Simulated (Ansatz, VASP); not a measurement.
# One calculation of WSe2, two programs

```
W Se
1.0
     3.27110    0.00000    0.00000
    -1.63555    2.83285    0.00000
     0.00000    0.00000   13.22368
W Se
2 4
Direct
  0.66667 0.33333 0.75000
  0.33333 0.66667 0.25000
  0.33333 0.66667 0.87661
  0.66667 0.33333 0.37661
  0.33333 0.66667 0.62339
  0.66667 0.33333 0.12339
```

Alike in both runs: functional PBEsol; k mesh 12 × 12 × 2; occupations gaussian, width 0.02 eV; no spin polarisation.

Ansatz relaxed the structure, and its values are those at the end. VASP's run is a single point on that final structure, the one shown.

```csv
,VASP,Ansatz
version,VASP 6.6.1,Ansatz 0.2.0
potentials or method,"VASP PAW PBE potentials, release 64 (W_sv, Se), cutoff 520 eV","scalar-relativistic, plane waves, PAW"
valence electrons in the cell,52,92
```

Ansatz gave:

```
gap on the k mesh at the Fermi level (eV) : 1.04
least direct gap on the mesh (eV)         : 1.60
pressure (GPa)                            : 0.0
rms of the force components (eV/Å)        : 0.000
```

Q: What did VASP give for the same quantities?

A: gap on the k mesh at the Fermi level (eV): 1.04; least direct gap on the mesh (eV): 1.59; pressure (GPa): 0.4; rms of the force components (eV/Å): 0.028.

VASP's potentials were made for PBE, not for PBEsol. With one functional, cell and mesh, what is left measures potentials, basis and numerics. VASP's potentials hold 52 valence electrons a cell and Ansatz's 92, so a difference there can come from the potentials and not from the codes.

Neither program's run includes spin-orbit coupling.
